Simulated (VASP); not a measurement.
# Si3Sn (Pm-3m) in VASP: notebook, part 2 of 2

VASP 6.6.1. The steps go on from the part before.

**3. Relaxation of cell and atoms, PBE**

This run uses another cell than the first one, of 19.19 Å³/atom.

Contents of INCAR:

```
  PREC = Accurate
  ENCUT = 600
  EDIFF = 1E-6
  ISMEAR = 0
  SIGMA = 0.1
  LREAL = False
  LASPH = True
  NELM = 100
  ALGO = Normal
  ISIF = 3
  LWAVE = False
  LCHARG = False
  GGA = PE
  IBRION = 2
  NSW = 100
  EDIFFG = -0.01
```

Contents of KPOINTS:

```
regular mesh
0
Gamma
  12 12 12
```

Contents of POSCAR:

```
Si3Sn
1.0
    4.2498566870      0.0000000000      0.0000000000
    0.0000000000      4.2498566870      0.0000000000
    0.0000000000      0.0000000000      4.2498566870
Si Sn
3 1
Direct
    0.5000000000      0.5000000000      0.0000000000
    0.5000000000      0.0000000000      0.5000000000
    0.0000000000      0.5000000000      0.5000000000
    0.0000000000      0.0000000000      0.0000000000
```

Potentials or basis: VASP PAW PBE potentials, release 64 (Si, Sn_d).

Run with:

```bash
> cat potpaw_PBE.64/Si/POTCAR potpaw_PBE.64/Sn_d/POTCAR > POTCAR
> mpirun -np 1 vasp_std > vasp.out
```

OUTCAR:

```text
PREC = Accurate
   ENCUT = 600
   EDIFF = 1E-6
   ISMEAR = 0
   LREAL = False
   LASPH = True
   NELM = 100
   ISIF = 3
   GGA = PE
   IBRION = 2
   NSW = 100
   EDIFFG = -0.01

 ion  position               nearest neighbor table
   1  0.500  0.500  0.000-   2 3.01   3 3.01   4 3.01   2 3.01   3 3.01   2 3.01   4 3.01   2 3.01
                             3 3.01   4 3.01   3 3.01   4 3.01
   2  0.500  0.000  0.500-   1 3.01   3 3.01   4 3.01   1 3.01   4 3.01   1 3.01   3 3.01   1 3.01
                             3 3.01   4 3.01   4 3.01   3 3.01
   3  0.000  0.500  0.500-   1 3.01   2 3.01   4 3.01   1 3.01   4 3.01   2 3.01   4 3.01   4 3.01
                             1 3.01   2 3.01   1 3.01   2 3.01
   4  0.000  0.000  0.000-   1 3.01   2 3.01   3 3.01   2 3.01   3 3.01   1 3.01   3 3.01   3 3.01
                             1 3.01   2 3.01   2 3.01   1 3.01

  LATTYP: Found a simple cubic cell.
 ALAT       =     4.2498566870

  Lattice vectors:

 A1 = (   4.2498566870,   0.0000000000,   0.0000000000)
 A2 = (   0.0000000000,   4.2498566870,   0.0000000000)
 A3 = (   0.0000000000,   0.0000000000,   4.2498566870)

Analysis of symmetry for initial positions (statically):
=====================================================================
 Subroutine PRICEL returns:
 Original cell was already a primitive cell.

 Routine SETGRP: Setting up the symmetry group for a
 simple cubic supercell.

 Subroutine GETGRP returns: Found 48 space group operations
 (whereof 48 operations were pure point group operations)
 out of a pool of 48 trial point group operations.

The static configuration has the point symmetry O_h .

Analysis of symmetry for dynamics (positions and initial velocities):
=====================================================================
 Subroutine PRICEL returns:
 Original cell was already a primitive cell.

 Routine SETGRP: Setting up the symmetry group for a
 simple cubic supercell.

 Subroutine GETGRP returns: Found 48 space group operations
 (whereof 48 operations were pure point group operations)
 out of a pool of 48 trial point group operations.

The dynamic configuration has the point symmetry O_h .

 Subroutine INISYM returns: Found 48 space group operations
 (whereof 48 operations are pure point group operations),
 and found     1 'primitive' translations

----------------------------------------------------------------------------------------

                                     Primitive cell

  volume of cell :      76.7579

  direct lattice vectors                    reciprocal lattice vectors
     4.249856687  0.000000000  0.000000000     0.235302052  0.000000000  0.000000000
     0.000000000  4.249856687  0.000000000     0.000000000  0.235302052  0.000000000
     0.000000000  0.000000000  4.249856687     0.000000000  0.000000000  0.235302052

  length of vectors
     4.249856687  4.249856687  4.249856687     0.235302052  0.235302052  0.235302052

  position of ions in fractional coordinates (direct lattice)
     0.500000000  0.500000000  0.000000000
     0.500000000  0.000000000  0.500000000
     0.000000000  0.500000000  0.500000000
     0.000000000  0.000000000  0.000000000

  ion indices of the primitive-cell ions
[... 60 lines left out ...]
   number of dos      NEDOS =    301   number of ions     NIONS =      4
   total plane-waves  NPLWV =  46656
   dimension x,y,z NGX =    36 NGY =   36 NGZ =   36
   dimension x,y,z NGXF=    72 NGYF=   72 NGZF=   72
   ions per type =               3   1
   NGX,Y,Z   is equivalent  to a cutoff of  14.08, 14.08, 14.08 a.u.
   NGXF,Y,Z  is equivalent  to a cutoff of  28.16, 28.16, 28.16 a.u.
 SYSTEM =  unknown system
   PREC   = accura    normal or accurate (medium, high low for compatibility)
   ISTART =      0    job   : 0-new  1-cont  2-samecut
   ICHARG =      2    charge: 1-file 2-atom 10-const
   ISPIN  =      1    spin polarized calculation?
   LNONCOLLINEAR =      F non collinear calculations
   LSORBIT =      F    spin-orbit coupling
   LASPH  =      T    aspherical Exc in radial PAW
   ENCUT  =  600.0 eV  44.10 Ry    6.64 a.u.   8.49  8.49  8.49*2*pi/ulx,y,z
   NELM   =    100;   NELMIN=  2; NELMDL= -5     # of ELM steps
   EDIFF  = 0.1E-05   stopping-criterion for ELM
   LREAL  =      F    real-space projection
   EDIFFG = -.1E-01   stopping-criterion for IOM
   NSW    =    100    number of steps for IOM
   IBRION =      2    ionic relax: 0-MD 1-quasi-New 2-CG
   NFREE  =      1    steps in history (QN), initial steepest desc. (CG)
   ISIF   =      3    stress and relaxation
   ISYM   =      2    0-nonsym 1-usesym 2-fastsym
   POTIM  = 0.5000    time-step for ionic-motion
   TEBEG  =    0.0;   TEEND  =   0.0 temperature during run
   PSTRESS=    0.0 pullay stress
   NELECT =      26.0000    total number of electrons
   NUPDOWN=      -1.0000    fix difference up-down
   EMIN   =  10.00;   EMAX   =-10.00  energy-range for DOS
   EFERMI =   0.00;   METHOD = LEGACY
   ISMEAR =     0;   SIGMA  =   0.10  broadening in eV -4-tet -1-fermi 0-gaus
   EFERMI_NEDOS =   21; number of points for ismear=-14 and -15
   IALGO  =     38    algorithm
   IMIX   =      4    mixing-type and parameters
     AMIX     =   0.40;   BMIX     =  1.00
     AMIX_MAG =   1.60;   BMIX_MAG =  1.00
  volume/ion in A,a.u.               =      19.19       129.50
  Fermi-wavevector in a.u.,A,eV,Ry     =   1.141191  2.156538 17.719096  1.302317
  Thomas-Fermi vector in A             =   2.277892
   LORBIT       =      0    0 simple, 1 ext, 2 COOP (PROOUT), +10 PAW based schemes
   GGA     = PE    functional components
   LHFCALC =     F    Hartree Fock is set to
   AEXX    =    0.0000 exact exchange contribution
   IVDW    =     0    specifies the selected vdW correction
   LEPSILON=     F    determine dielectric tensor
   LRPA    =     F    only Hartree local field effects (RPA)
 conjugate gradient relaxation of ions
 non-spin polarized calculation
 Gauss-broadening in eV      SIGMA  =   0.10
  energy-cutoff  :      600.00
  volume of cell :       76.76
 maximum number of plane-waves:      2585
 NGX is ok and might be reduce to    36
   NGX = 17   NGY = 17   NGZ = 17

--------------------------------------- Ionic step        1  -------------------------------------------

 number of electron      26.0000007 magnetization

 Free energy of the ion-electron system (eV)
  ---------------------------------------------------
  ext. energy  EPLUGINS =         0.00000000
  ---------------------------------------------------
  free energy    TOTEN  =       -17.58605666 eV

  energy without entropy =      -17.57907189  energy(sigma->0) =      -17.58256428

------------------------ aborting loop because EDIFF is reached ----------------------------------------

  FORCE on cell =-STRESS in cart. coord.  units (eV):
  Direction    XX          YY          ZZ          XY          YZ          ZX
  --------------------------------------------------------------------------------------
  -------------------------------------------------------------------------------------
  Total       -1.0135238     -1.0135238     -1.0135238      0.0000000      0.0000000      0.0000000
  in kB      -21.1554217    -21.1554217    -21.1554217      0.0000000      0.0000000      0.0000000
  external PRESSURE =     -21.1554217 kB  Pullay stress =       0.0000000 kB
[... 63 lines left out ...]
--------------------------------------- Ionic step        3  -------------------------------------------

 number of electron      25.9999996 magnetization

 Free energy of the ion-electron system (eV)
  ---------------------------------------------------
  ext. energy  EPLUGINS =         0.00000000
  ---------------------------------------------------
  free energy    TOTEN  =       -17.60232799 eV

  energy without entropy =      -17.59322813  energy(sigma->0) =      -17.59777806

 E-fermi :   8.7692     XC(G=0): -10.7341

 val. band max:        8.7436418771   @ k =   0.3333   0.3333   0.0000
 cond. band min:       8.7868783112   @ k =   0.5000   0.0833   0.0833
 fundamental gap:      0.0432364341
 Fermi energy:         8.7692486995

 k-point     1 :       0.0000    0.0000    0.0000
  band No.  band energies     occupation
      1     -12.7719      2.00000
      2     -12.7719      2.00000
      3     -12.7568      2.00000
      4     -12.7568      2.00000
      5     -12.7568      2.00000
      6      -4.0572      2.00000
[... 457 lines left out ...]
      4     -12.7611      2.00000
      5     -12.7427      2.00000
      6      -1.6608      2.00000
[... 9 lines left out ...]
     16      10.6596      0.00000
     17      10.7724      0.00000

 [... further k-points ...]

------------------------ aborting loop because EDIFF is reached ----------------------------------------

  FORCE on cell =-STRESS in cart. coord.  units (eV):
  Direction    XX          YY          ZZ          XY          YZ          ZX
  --------------------------------------------------------------------------------------
  -------------------------------------------------------------------------------------
  Total        0.0122149      0.0122149      0.0122149      0.0000000      0.0000000      0.0000000
  in kB        0.2635438      0.2635438      0.2635438      0.0000000      0.0000000      0.0000000
  external PRESSURE =       0.2635438 kB  Pullay stress =       0.0000000 kB
[... 19 lines left out ...]
  FREE ENERGIE OF THE ION-ELECTRON SYSTEM (eV)
  ---------------------------------------------------
  free  energy   TOTEN  =       -17.6023279939 eV

  energy  without entropy=      -17.5932281255  energy(sigma->0) =      -17.59777806

 reached required accuracy - stopping structural energy minimisation
```

CONTCAR:

```text
Si3Sn
   1.00000000000000
     4.2032294113552870    0.0000000000000000    0.0000000000000000
     0.0000000000000000    4.2032294113552870    0.0000000000000000
     0.0000000000000000    0.0000000000000000    4.2032294113552870
  Si              Sn
     3     1
Direct
     0.5000000000000000    0.5000000000000000    0.0000000000000000
     0.5000000000000000    0.0000000000000000    0.5000000000000000
     0.0000000000000000    0.5000000000000000    0.5000000000000000
     0.0000000000000000    0.0000000000000000    0.0000000000000000

  0.00000000E+00  0.00000000E+00  0.00000000E+00
  0.00000000E+00  0.00000000E+00  0.00000000E+00
  0.00000000E+00  0.00000000E+00  0.00000000E+00
  0.00000000E+00  0.00000000E+00  0.00000000E+00
```

Run time: 6.4 min. Hardware: 1 thread of Intel Xeon 8259CL, shared host; peak memory 0.3 GiB.

What came out:

- Free energy: -17.6023 eV
- Relaxed volume: 18.56 Å³/atom
- Relaxed cell: a = 4.203 Å, b = 4.203 Å, c = 4.203 Å, α = 90.00°, β = 90.00°, γ = 90.00°
- Space group after relaxing (to 0.1 Å): Pm-3m (No. 221)
- Energy gained by relaxing: 4.1 meV/atom
- Ionic steps: 3
- Pressure after relaxing: 0.0 GPa
- Band gap on the k mesh: zero (bands 13 and 14 overlap by 2.84 eV)

The path:
| step | energy change (eV) | largest force (eV/Å) | pressure (GPa) | volume (Å³) |
| --- | --- | --- | --- | --- |
| 1 | 0.0000 | 0.0000 | -2.12 | 76.76 |
| 2 | -0.0160 | 0.0000 | 0.23 | 73.98 |
| 3 | -0.0163 | 0.0000 | 0.03 | 74.26 |

Final structure:
```
Si Sn
1.0
     4.20323    0.00000    0.00000
     0.00000    4.20323    0.00000
     0.00000    0.00000    4.20323
Si Sn
3 1
Direct
  0.50000 0.50000 0.00000
  0.50000 0.00000 0.50000
  0.00000 0.50000 0.50000
  0.00000 0.00000 0.00000
```

Levels at points of the mesh, in eV from the Fermi level:
```tsv
k point	band 9	band 10	band 11	band 12	band 13	band 14	band 15	band 16	band 17
(0.00, 0.00, 0.00)	-4.50	-4.50	-4.50	-4.14	2.02	2.02	2.02	3.13	3.13
(0.50, 0.00, 0.00)	-3.28	-2.44	-2.44	-2.36	-2.36	-0.82	-0.79	4.25	4.26
(0.50, 0.50, 0.00)	-8.43	-0.57	-0.48	-0.48	-0.46	-0.40	-0.40	0.03	0.27
(0.50, 0.50, 0.50)	-7.05	-5.87	-5.87	-5.87	-5.59	6.04	6.04	6.04	6.44
```

Caveat: spin-orbit coupling is left out, which moves the levels of the heavy elements.
